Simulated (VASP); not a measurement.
# HC24 in VASP: relaxation of the atoms with PBE+D3(BJ)

Aim: the relaxation of the atoms of HC24 with PBE+D3(BJ).

Everything below comes from runs of VASP 6.6.1. Logs are shortened: lines on timing, memory, paths and dates and some standing lists are left out, and cuts for length are marked.

**1. The cell of the first run**

The cell holds a slab with vacuum, 25 atoms: a = 4.930 Å, b = 4.930 Å, c = 25.744 Å, α = 90.00°, β = 90.00°, γ = 120.00°.

**2. Relaxation of the atoms, PBE+D3(BJ)**

The input, INCAR:

```
SYSTEM = HC24
ALGO = Normal
DIPOL = 0.5 0.5 0.465
EDIFF = 1E-7
EDIFFG = -0.03
ENCUT = 520
GGA = PE
GGA_COMPAT = .False.
IBRION = 2
IDIPOL = 3
ISIF = 2
ISMEAR = 0
IVDW = 12
KPAR = 4
LASPH = .True.
LCHARG = .False.
LDIPOL = .True.
LREAL = .False.
LWAVE = .False.
NELM = 120
NELMDL = -8
NELMIN = 4
NSW = 90
PREC = Accurate
SIGMA = 0.1
```

The input, KPOINTS:

```
k-points
0
Gamma
  6 6 1
  0 0 0
```

The input, POSCAR:

```
HC24
1.0
    4.9299480836      0.0000000000      0.0000000000
   -2.4649740418      4.2694602798      0.0000000000
    0.0000000000      0.0000000000     25.7441730399
C H
24 1
Selective dynamics
Direct
    0.0000000000      0.0000000000      0.3301718018  F F F
    0.0000000000      0.5000000000      0.3301718018  F F F
    0.5000000000      0.0000000000      0.3301718018  F F F
    0.5000000000      0.5000000000      0.3301718018  F F F
    0.1666666667      0.3333333333      0.3301718018  F F F
    0.1666666667      0.8333333333      0.3301718018  F F F
    0.6666666667      0.3333333333      0.3301718018  F F F
    0.6666666667      0.8333333333      0.3301718018  F F F
    0.0000000000      0.0000000000      0.4611562586  T T T
    0.0000000000      0.5000000000      0.4611562586  T T T
    0.5000000000      0.0000000000      0.4611562586  T T T
    0.5000000000      0.5000000000      0.4611562586  T T T
    0.3333333333      0.1666666667      0.4611562586  T T T
    0.3333333333      0.6666666667      0.4611562586  T T T
    0.8333333333      0.1666666667      0.4611562586  T T T
    0.8333333333      0.6666666667      0.4611562586  T T T
    0.0000000000      0.0000000000      0.5921407154  T T T
    0.0000000000      0.5000000000      0.5921407154  T T T
    0.5000000000      0.0000000000      0.5921407154  T T T
    0.5000000000      0.5000000000      0.5921407154  T T T
    0.1666666667      0.3333333333      0.5921407154  T T T
    0.1666666667      0.8333333333      0.5921407154  T T T
    0.6666666667      0.3333333333      0.5921407154  T T T
    0.6666666667      0.8333333333      0.5921407154  T T T
    0.3333333333      0.6666666667      0.5548507236  T T T
```

Potentials or basis: VASP PAW PBE potentials, release 64 (C, H).

Started as:

```bash
$ cat potpaw_PBE.64/C/POTCAR potpaw_PBE.64/H/POTCAR > POTCAR
$ mpirun -np 4 vasp_std > vasp.out
```

OUTCAR:

```text
SYSTEM = HC24
   EDIFF = 1E-7
   EDIFFG = -0.03
   ENCUT = 520
   GGA = PE
   IBRION = 2
   ISIF = 2
   ISMEAR = 0
   IVDW = 12
   LASPH = .True.
   LREAL = .False.
   NELM = 120
   NELMDL = -8
   NELMIN = 4
   NSW = 90
   PREC = Accurate
 IVDW          = 12

 ion  position               nearest neighbor table
   1  0.000  0.000  0.330-   8 1.42   5 1.42   6 1.42
   2  0.000  0.500  0.330-   7 1.42   6 1.42   5 1.42
   3  0.500  0.000  0.330-   6 1.42   7 1.42   8 1.42
   4  0.500  0.500  0.330-   5 1.42   8 1.42   7 1.42
   5  0.167  0.333  0.330-   4 1.42   1 1.42   2 1.42
   6  0.167  0.833  0.330-   3 1.42   2 1.42   1 1.42
[... 16 lines left out ...]
  23  0.667  0.333  0.592-  18 1.42  19 1.42  20 1.42
  24  0.667  0.833  0.592-  17 1.42  20 1.42  19 1.42
  25  0.333  0.667  0.555-

  LATTYP: Found a hexagonal cell.
 ALAT       =     4.9299480836
 C/A-ratio  =     5.2219967844

  Lattice vectors:

 A1 = (   4.9299480836,   0.0000000000,   0.0000000000)
 A2 = (  -2.4649740418,   4.2694602798,   0.0000000000)
 A3 = (   0.0000000000,   0.0000000000,  25.7441730399)

Analysis of symmetry for initial positions (statically):
=====================================================================
 Subroutine PRICEL returns:
 Original cell was already a primitive cell.

 Routine SETGRP: Setting up the symmetry group for a
 hexagonal supercell.

 Subroutine GETGRP returns: Found  6 space group operations
 (whereof  6 operations were pure point group operations)
 out of a pool of 24 trial point group operations.

The static configuration has the point symmetry C_3v.

Analysis of symmetry for dynamics (positions and initial velocities):
=====================================================================
 Subroutine PRICEL returns:
 Original cell was already a primitive cell.

 Routine SETGRP: Setting up the symmetry group for a
 hexagonal supercell.

 Subroutine GETGRP returns: Found  6 space group operations
 (whereof  6 operations were pure point group operations)
 out of a pool of 24 trial point group operations.

The dynamic configuration has the point symmetry C_3v.

Analysis of constrained symmetry for selective dynamics:
=====================================================================
 Subroutine PRICEL returns:
 Original cell was already a primitive cell.

 Routine SETGRP: Setting up the symmetry group for a
 hexagonal supercell.

 Subroutine GETGRP returns: Found  6 space group operations
 (whereof  6 operations were pure point group operations)
 out of a pool of 24 trial point group operations.

The constrained configuration has the point symmetry C_3v.

 Subroutine INISYM returns: Found  6 space group operations
 (whereof  6 operations are pure point group operations),
 and found     1 'primitive' translations

----------------------------------------------------------------------------------------

                                     Primitive cell

  volume of cell :     541.8690

  direct lattice vectors                    reciprocal lattice vectors
     4.929948084  0.000000000  0.000000000     0.202841893  0.117110821  0.000000000
    -2.464974042  4.269460280  0.000000000     0.000000000  0.234221643  0.000000000
     0.000000000  0.000000000 25.744173040     0.000000000  0.000000000  0.038843741

  length of vectors
     4.929948084  4.929948084 25.744173040     0.234221643  0.234221643  0.038843741

  position of ions in fractional coordinates (direct lattice)
     0.000000000  0.000000000  0.330171802
     0.000000000  0.500000000  0.330171802
     0.500000000  0.000000000  0.330171802
     0.500000000  0.500000000  0.330171802
     0.166666667  0.333333333  0.330171802
     0.166666667  0.833333333  0.330171802
[... 17 lines left out ...]
     0.666666667  0.833333333  0.592140715
     0.333333333  0.666666667  0.554850724

  ion indices of the primitive-cell ions
   primitive index   ion index
                 1           1
                 2           2
                 3           3
                 4           4
[... 49 lines left out ...]
            Coordinates               Weight
  0.000000  0.000000  0.000000      1.000000
  0.166667  0.000000  0.000000      6.000000
  0.333333  0.000000  0.000000      6.000000
  0.500000  0.000000  0.000000      3.000000
  0.166667  0.166667  0.000000      6.000000
  0.333333  0.166667  0.000000     12.000000
  0.333333  0.333333  0.000000      2.000000
   k-points           NKPTS =      7   k-points in BZ     NKDIM =      7   number of bands    NBANDS=     61
   number of dos      NEDOS =    301   number of ions     NIONS =     25
   total plane-waves  NPLWV = 307200
   dimension x,y,z NGX =    40 NGY =   40 NGZ =  192
   dimension x,y,z NGXF=    80 NGYF=   80 NGZF=  384
   ions per type =              24   1
   NGX,Y,Z   is equivalent  to a cutoff of  13.49, 13.49, 12.40 a.u.
   NGXF,Y,Z  is equivalent  to a cutoff of  26.98, 26.98, 24.80 a.u.
 SYSTEM =  HC24
   PREC   = accura    normal or accurate (medium, high low for compatibility)
   ISTART =      0    job   : 0-new  1-cont  2-samecut
   ICHARG =      2    charge: 1-file 2-atom 10-const
   ISPIN  =      1    spin polarized calculation?
   LNONCOLLINEAR =      F non collinear calculations
   LSORBIT =      F    spin-orbit coupling
   LASPH  =      T    aspherical Exc in radial PAW
   ENCUT  =  520.0 eV  38.22 Ry    6.18 a.u.   9.17  9.17 47.87*2*pi/ulx,y,z
   NELM   =    120;   NELMIN=  4; NELMDL= -8     # of ELM steps
   EDIFF  = 0.1E-06   stopping-criterion for ELM
   LREAL  =      F    real-space projection
   EDIFFG = -.3E-01   stopping-criterion for IOM
   NSW    =     90    number of steps for IOM
   IBRION =      2    ionic relax: 0-MD 1-quasi-New 2-CG
   NFREE  =      1    steps in history (QN), initial steepest desc. (CG)
   ISIF   =      2    stress and relaxation
   ISYM   =      2    0-nonsym 1-usesym 2-fastsym
   POTIM  = 0.5000    time-step for ionic-motion
   TEBEG  =    0.0;   TEEND  =   0.0 temperature during run
   PSTRESS=    0.0 pullay stress
   NELECT =      97.0000    total number of electrons
   NUPDOWN=      -1.0000    fix difference up-down
   EMIN   =  10.00;   EMAX   =-10.00  energy-range for DOS
   EFERMI =   0.00;   METHOD = LEGACY
   ISMEAR =     0;   SIGMA  =   0.10  broadening in eV -4-tet -1-fermi 0-gaus
   EFERMI_NEDOS =   21; number of points for ismear=-14 and -15
   IALGO  =     38    algorithm
   IMIX   =      4    mixing-type and parameters
     AMIX     =   0.40;   BMIX     =  1.00
     AMIX_MAG =   1.60;   BMIX_MAG =  1.00
  volume/ion in A,a.u.               =      21.67       146.27
  Fermi-wavevector in a.u.,A,eV,Ry     =   0.922644  1.743544 11.582249  0.851271
  Thomas-Fermi vector in A             =   2.048193
   LORBIT       =      0    0 simple, 1 ext, 2 COOP (PROOUT), +10 PAW based schemes
   GGA     = PE    functional components
   LHFCALC =     F    Hartree Fock is set to
   AEXX    =    0.0000 exact exchange contribution
   IVDW    =    12    specifies the selected vdW correction
   LEPSILON=     F    determine dielectric tensor
   LRPA    =     F    only Hartree local field effects (RPA)
 conjugate gradient relaxation of ions
 non-spin polarized calculation
 Gauss-broadening in eV      SIGMA  =   0.10
  energy-cutoff  :      520.00
  volume of cell :      541.87
 maximum number of plane-waves:     14642
 NGX is ok and might be reduce to    40
   NGX = 19   NGY = 19   NGZ = 95

--------------------------------------- Ionic step        1  -------------------------------------------

 number of electron      97.0000002 magnetization

 Free energy of the ion-electron system (eV)
  ---------------------------------------------------
  ext. energy  EPLUGINS =         0.00000000
  ---------------------------------------------------
  free energy    TOTEN  =      -220.91798596 eV

  energy without entropy =     -220.90770840  energy(sigma->0) =     -220.91284718

------------------------ aborting loop because EDIFF is reached ----------------------------------------

 Edisp (eV)   -3.28602

 E8    (eV) :    -0.9566
[... 174 lines left out ...]
  FREE ENERGIE OF THE ION-ELECTRON SYSTEM (eV)
  ---------------------------------------------------
  free  energy   TOTEN  =      -224.3155027024 eV

  energy  without entropy=     -224.3056713767  energy(sigma->0) =     -224.31058704

 dipolmoment           0.000000      0.000000      0.004886 electrons x Angstroem

[... ionic steps 4 to 27 ...]

--------------------------------------- Ionic step       28  -------------------------------------------

 number of electron      97.0000000 magnetization

------------------------ aborting loop because EDIFF is reached ----------------------------------------

 vacuum level on the upper side and lower side of the slab       (xc-potential included)        -0.045         0.004

 Edisp (eV)   -3.17836

 E8    (eV) :    -0.9252

  FORCE on cell =-STRESS in cart. coord.  units (eV):
  Direction    XX          YY          ZZ          XY          YZ          ZX
  --------------------------------------------------------------------------------------
  -------------------------------------------------------------------------------------
  Total       4.53698     4.53698    -0.13480    -0.00000     0.00000     0.00000
  in kB      13.41477    13.41477    -0.39858    -0.00000     0.00000     0.00000
  external pressure =        8.81 kB  Pullay stress =        0.00 kB
[... 109 lines left out ...]
--------------------------------------- Ionic step       30  -------------------------------------------

 number of electron      97.0000000 magnetization

 dipolmoment           0.000000      0.000000     -0.005863 electrons x Angstroem

 Free energy of the ion-electron system (eV)
  ---------------------------------------------------
  ext. energy  EPLUGINS =         0.00000000
  ---------------------------------------------------
  free energy    TOTEN  =      -222.98117399 eV

  energy without entropy =     -222.94453366  energy(sigma->0) =     -222.96285383

 E-fermi :  -0.6427     XC(G=0):  -4.4286

 val. band max:       -0.6435517355   @ k =   0.1667   0.1667   0.0000
 cond. band min:      -0.6211286738   @ k =   0.3333   0.1667   0.0000
 fundamental gap:      0.0224230617
 Fermi energy:        -0.6427432273

 k-point     1 :       0.0000    0.0000    0.0000
  band No.  band energies     occupation
      1     -20.4867      2.00000
      2     -20.2585      2.00000
      3     -20.1758      2.00000
      4     -15.3532      2.00000
      5     -15.2096      2.00000
      6     -15.2096      2.00000
[... 430 lines left out ...]
     59       5.6178      0.00000
     60       5.6289      0.00000
 [bands above 60 left out]

------------------------ aborting loop because EDIFF is reached ----------------------------------------

 vacuum level on the upper side and lower side of the slab       (xc-potential included)        -0.081        -0.030

 Edisp (eV)   -3.17830

 E8    (eV) :    -0.9252

  FORCE on cell =-STRESS in cart. coord.  units (eV):
  Direction    XX          YY          ZZ          XY          YZ          ZX
  --------------------------------------------------------------------------------------
  -------------------------------------------------------------------------------------
  Total       4.55058     4.55058    -0.14719    -0.00000     0.00000     0.00000
  in kB      13.45498    13.45498    -0.43520    -0.00000     0.00000     0.00000
  external pressure =        8.82 kB  Pullay stress =        0.00 kB
[... 40 lines left out ...]
  FREE ENERGIE OF THE ION-ELECTRON SYSTEM (eV)
  ---------------------------------------------------
  free  energy   TOTEN  =      -226.1594722761 eV

  energy  without entropy=     -226.1228319389  energy(sigma->0) =     -226.14115211

 reached required accuracy - stopping structural energy minimisation

 vacuum level on the upper side and lower side of the slab         3.494         3.546
```

Run time: 50 min. Hardware: 4 MPI ranks of Intel Xeon Platinum 8259CL at 2.50GHz (Skylake/Cascade Lake), shared host; peak memory 0.82 GiB.

Results:

| Quantity | Value |
| --- | --- |
| Free energy | -226.1595 eV |
| Energy gained by relaxing | 78.2 meV/atom |
| Ionic steps | 30 |
| Band gap on the k mesh | zero (an odd number of electrons rules out a gap without spin polarisation) |
| Dispersion energy per atom | -0.127 eV |

The path:
```tsv
step	energy change (eV)	largest force on free atoms (eV/Å)	pressure (GPa)
1	0.0000	1.8811	1.02
2	-0.1062	1.4291	0.89
3	-0.1115	1.3813	0.90
4	-0.2032	1.1924	0.82
5	-0.3654	0.9077	0.63
6	-0.3826	2.0323	0.48
7	-0.4169	2.0202	0.48
8	-0.5368	2.0562	0.47
9	-0.8276	2.6592	0.53
10	-1.2573	2.8608	0.97
11	-1.1904	2.9493	0.62
12	-1.2859	2.7486	0.77
13	-1.2908	2.7762	0.82
14	-1.4693	2.4775	0.87
15	-1.6238	1.8251	1.11
16	-1.7147	1.5074	1.12
17	-1.8897	0.6820	1.10
18	-1.7956	1.4191	0.86
19	-1.9248	0.5561	1.04
20	-1.9333	0.3732	1.02
21	-1.9388	0.4612	0.98
22	-1.9449	0.3761	0.96
23	-1.9500	0.1989	0.93
24	-1.9533	0.0956	0.90
25	-1.9543	0.1087	0.87
26	-1.9550	0.0783	0.87
27	-1.9552	0.0751	0.88
28	-1.9553	0.0529	0.88
29	-1.9553	0.0460	0.88
30	-1.9555	0.0219	0.88
```

Final structure:
```cif
data_structure
_symmetry_space_group_name_H-M 'P 1'
_symmetry_Int_Tables_number 1
_cell_length_a 4.9299
_cell_length_b 4.9299
_cell_length_c 25.7442
_cell_angle_alpha 90.000
_cell_angle_beta 90.000
_cell_angle_gamma 120.000
_cell_volume 541.87
loop_
_atom_site_label
_atom_site_type_symbol
_atom_site_fract_x
_atom_site_fract_y
_atom_site_fract_z
_atom_site_occupancy
C1 C 0.00000 0.00000 0.33017 1
C2 C 0.00000 0.50000 0.33017 1
C3 C 0.50000 0.00000 0.33017 1
C4 C 0.50000 0.50000 0.33017 1
C5 C 0.16667 0.33333 0.33017 1
C6 C 0.16667 0.83333 0.33017 1
C7 C 0.66667 0.33333 0.33017 1
C8 C 0.66667 0.83333 0.33017 1
C9 C 0.00000 0.00000 0.46086 1
C10 C 0.99354 0.49677 0.45924 1
C11 C 0.50323 0.00646 0.45924 1
C12 C 0.50323 0.49677 0.45924 1
C13 C 0.33520 0.16760 0.45915 1
C14 C 0.33333 0.66667 0.47056 1
C15 C 0.83240 0.16760 0.45915 1
C16 C 0.83240 0.66480 0.45915 1
C17 C 0.00000 0.00000 0.59739 1
C18 C 0.99986 0.49993 0.59741 1
C19 C 0.50007 0.00014 0.59741 1
C20 C 0.50007 0.49993 0.59741 1
C21 C 0.16658 0.33317 0.59744 1
C22 C 0.16658 0.83342 0.59744 1
C23 C 0.66667 0.33333 0.59729 1
C24 C 0.66683 0.83342 0.59744 1
H1 H 0.33333 0.66667 0.51440 1
```

Levels at points of the mesh, in eV from the Fermi level:
```csv
k point,band 46,band 47,band 48,band 49,band 50,band 51,band 52,band 53
"(0.00, 0.00, 0.00)",-2.42,-2.27,-2.27,-0.23,1.37,1.37,1.54,1.57
"(0.50, 0.00, 0.00)",-2.83,-2.69,-2.37,0.24,2.48,2.69,2.71,2.78
```

The gap in the log of VASP goes by the Fermi energy; the results here count the filled bands.